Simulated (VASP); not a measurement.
# Sb (I4/mmm) in VASP: notebook, part 3 of 3

VASP 6.6.1. Earlier steps stand in the parts before.

## Step 6: Electric field gradients, PBE (zz strain of +2 %)

Input file INCAR:

```
SYSTEM = Sb
PREC = Accurate
ENCUT = 520
EDIFF = 1E-8
ISMEAR = -1
SIGMA = 0.05
LREAL = .FALSE.
LASPH = .TRUE.
NELM = 60
ALGO = Normal
ISIF = 2
LWAVE = .FALSE.
LCHARG = .FALSE.
GGA = PE
LEFG = .TRUE.
NBANDS = 8
```

Input file KPOINTS:

```
regular mesh
0
G
  19 19 19
  0 0 0
```

Input file POSCAR:

```
Sb
1.0
   -1.5050000000      1.5050000000      2.5296000000
    1.5050000000     -1.5050000000      2.5296000000
    1.5050000000      1.5050000000     -2.5296000000
Sb
1
Direct
    0.0000000000      0.0000000000      0.0000000000
```

Potentials or basis: VASP PAW PBE potentials, release 64 (Sb).

Launch:

```sh
> cat potpaw_PBE.64/Sb/POTCAR > POTCAR
> mpirun -np 1 vasp_std > vasp.out
```

OUTCAR:

```text
SYSTEM = Sb
   PREC = Accurate
   ENCUT = 520
   EDIFF = 1E-8
   ISMEAR = -1
   LREAL = .FALSE.
   LASPH = .TRUE.
   NELM = 60
   ISIF = 2
   GGA = PE

 ion  position               nearest neighbor table
   1  0.000  0.000  0.000-

  LATTYP: Found a body centered tetragonal cell.
 ALAT       =     3.0100000000
 C/A-ratio  =     1.6807973422

  Lattice vectors:

 A1 = (  -1.5050000000,   1.5050000000,   2.5296000000)
 A2 = (   1.5050000000,  -1.5050000000,   2.5296000000)
 A3 = (   1.5050000000,   1.5050000000,  -2.5296000000)

Analysis of symmetry for initial positions (statically):
=====================================================================
 Subroutine PRICEL returns:
 Original cell was already a primitive cell.

 Routine SETGRP: Setting up the symmetry group for a
 body centered tetragonal supercell.

 Subroutine GETGRP returns: Found 16 space group operations
 (whereof 16 operations were pure point group operations)
 out of a pool of 16 trial point group operations.

The static configuration has the point symmetry D_4h.

Analysis of symmetry for dynamics (positions and initial velocities):
=====================================================================
 Subroutine PRICEL returns:
 Original cell was already a primitive cell.

 Routine SETGRP: Setting up the symmetry group for a
 body centered tetragonal supercell.

 Subroutine GETGRP returns: Found 16 space group operations
 (whereof 16 operations were pure point group operations)
 out of a pool of 16 trial point group operations.

The dynamic configuration has the point symmetry D_4h.

 Subroutine INISYM returns: Found 16 space group operations
 (whereof 16 operations are pure point group operations),
[... 155 lines left out ...]
      5      20.7862      0.00000
      6      21.3252      0.00000
      7      21.9736      0.00000
      8      21.9736      0.00000
[... 243 lines left out ...]
 k-point    24 :      -0.2632    0.0526   -0.0000
  band No.  band energies     occupation
      1      -2.0338      2.00000
      2      10.1529      2.00000
      3      14.4577      0.00000
      4      16.8735      0.00000
      5      18.7986      0.00000
      6      21.1407      0.00000
      7      22.7756      0.00000
      8      23.2767      0.00000

 [... further k-points ...]

------------------------ aborting loop because EDIFF is reached ----------------------------------------

  FORCE on cell =-STRESS in cart. coord.  units (eV):
  Direction    XX          YY          ZZ          XY          YZ          ZX
  --------------------------------------------------------------------------------------
  -------------------------------------------------------------------------------------
  Total        2.5245822      2.5245822      2.1913024      0.0000000     -0.0000000      0.0000000
  in kB      176.4880298    176.4880298    153.1891630      0.0000000     -0.0000000      0.0000000
  external PRESSURE =     168.7217408 kB  Pullay stress =       0.0000000 kB

 VOLUME and BASIS-vectors are now :
 -----------------------------------------------------------------------------
  energy-cutoff  :      520.00
  volume of cell :       22.92
      direct lattice vectors                 reciprocal lattice vectors
    -1.505000000  1.505000000  2.529600000     0.000000000  0.332225914  0.197659709
     1.505000000 -1.505000000  2.529600000     0.332225914  0.000000000  0.197659709
     1.505000000  1.505000000 -2.529600000     0.332225914  0.332225914  0.000000000

 POSITION                                       TOTAL-FORCE (eV/Angst)
 -----------------------------------------------------------------------------------
      0.00000      0.00000      0.00000         0.000000     -0.000000      0.000000
 -----------------------------------------------------------------------------------
    total drift:                                0.000000      0.000000      0.000000

  FREE ENERGIE OF THE ION-ELECTRON SYSTEM (eV)
  ---------------------------------------------------
  free  energy   TOTEN  =        -3.6334643687 eV

  energy  without entropy=       -3.6284551561  energy(sigma->0) =       -3.63095976

 Electric field gradients (V/A^2)
---------------------------------------------------------------------
 ion       V_xx      V_yy      V_zz      V_xy      V_xz      V_yz
---------------------------------------------------------------------
   1     -20.252   -20.252    40.504     0.000    -0.000    -0.000
---------------------------------------------------------------------

 Electric field gradients after diagonalization (V/A^2)
 (convention: |V_zz| > |V_xx| > |V_yy|)
----------------------------------------------------------------------
 ion       V_xx      V_yy      V_zz     asymmetry (V_yy - V_xx)/ V_zz
----------------------------------------------------------------------
   1     -20.252   -20.252    40.504       0.000
----------------------------------------------------------------------

           NMR quadrupolar parameters

 Cq : quadrupolar parameter    Cq=e*Q*V_zz/h
 eta: asymmetry parameters     (V_yy - V_xx)/ V_zz
 Q  : nuclear electric quadrupole moment in mb (millibarn)
----------------------------------------------------------------------
 ion       Cq(MHz)       eta       Q (mb)
----------------------------------------------------------------------
   1       0.098       0.000       1.000
----------------------------------------------------------------------
```

stdout:

```text
POSCAR found type information on POSCAR Sb
 POSCAR found :  1 types and       1 ions
 scaLAPACK will be used
 LDA part: xc-table for (Slater+PW92), standard interpolation
 POSCAR, INCAR and KPOINTS ok, starting setup
 FFT: planning ... GRIDC
 FFT: planning ... GRID_SOFT
 FFT: planning ... GRID
 WAVECAR not read
 entering main loop
ion   1
```

Run time: 2.3 min. Hardware: 1 thread of Intel Xeon Platinum 8259CL at 2.50GHz (Skylake/Cascade Lake), shared host; peak memory 0.24 GiB.

Results:

```yaml
Free_energy: -3.6335 eV
Pressure: 16.9 GPa
Band_gap_on_the_k_mesh: zero (an odd number of electrons rules out a gap without spin polarisation)
Largest_electric_field_gradient_by_atom: Sb +40.5 V/Å²
```

Electric field gradients, principal values (V/Å²):
| atom | least | middle | greatest (by size) |
| --- | --- | --- | --- |
| 1 Sb | -20.252 | -20.252 | 40.504 |

Caveat: the cell differs from its parent crystal (zz strain of +2 %); the cell stands under pressure; without QUAD_EFG the Cq values of the log hold for a quadrupole moment of 1 mb, not for the nuclei; spin-orbit coupling is left out, which moves the levels of the heavy elements.

## Step 7: The runs side by side

| cell | gap on the mesh (eV) | pressure (GPa) |
| --- | --- | --- |
| a = 3.231 Å, angles 124.5, 124.5, 82.4°, 1 atom | none | 21.9 |
| a = 3.249 Å, angles 124.8, 124.8, 81.8°, 1 atom | none | 20.5 |
| a = 3.287 Å, angles 125.5, 125.5, 80.7°, 1 atom | none | 18.0 |
| a = 3.306 Å, angles 125.8, 125.8, 80.2°, 1 atom | none | 16.9 |

Alike in all rows: task electric field gradients; level PBE; potentials or basis VASP PAW PBE potentials, release 64 (Sb); no spin polarisation; k mesh 19 × 19 × 19; cutoff (eV) 520; smearing fermi-dirac 0.05 eV.

Caveats: the cell stands under pressure; spin-orbit coupling is left out, which moves the levels of the heavy elements.

Total energies depend on the potentials used, so only differences within one code and one set of settings carry meaning.
